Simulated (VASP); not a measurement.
# LaC: single point with PBE

LaC:

```
La C
1.0
     4.24615    0.00000    0.00000
    -2.12308    3.67728    0.00000
     0.00000    0.00000    5.87624
La C
2 2
Direct
  0.66667 0.33333 0.06260
  0.33333 0.66667 0.56260
  0.66667 0.33333 0.56260
  0.33333 0.66667 0.06260
```

```yaml
Program: VASP 6.6.1
Task: single point
Functional: PBE
Potentials_or_basis: VASP PAW PBE potentials, release 64 (La, C)
Cutoff: 520 eV
k_mesh: 10 × 10 × 6
Occupations: gaussian, width 0.05 eV
Spin: no spin polarisation
Dipole_correction: no
Further_INCAR_settings: ALGO = Normal; EDIFF = 1e-07; NBANDS = 23
```

```json
{
 "Pressure": "-0.1 GPa",
 "Band gap on the k mesh": "zero (bands 15 and 16 overlap by 1.82 eV)"
}
```

Levels at points of the mesh, in eV from the Fermi level:
```
           k point  band 11  band 12  band 13  band 14  band 15  band 16  band 17  band 18  band 19  band 20
(0.00, 0.00, 0.00)    -1.67    -1.67    -1.21    -1.21     0.15     0.23     1.86     2.62     2.62     3.28
(0.50, 0.00, 0.00)    -0.93    -0.92    -0.58    -0.43     0.24     0.49     1.83     2.07     2.40     3.35
(0.00, 0.00, 0.50)    -1.55    -1.55    -1.55    -1.55    -1.11    -1.11     2.67     2.67     3.30     3.30
(0.50, 0.00, 0.50)    -1.93    -1.93    -0.75    -0.75     0.24     0.24     2.56     2.56     3.11     3.11
```

It took 58 s on 1 thread of Intel(R) Xeon(R) 6975P-C (Granite Rapids), with other jobs on the host, peak memory 0.29 GiB.

Caveat: spin-orbit coupling is left out, which moves the levels of the heavy elements.
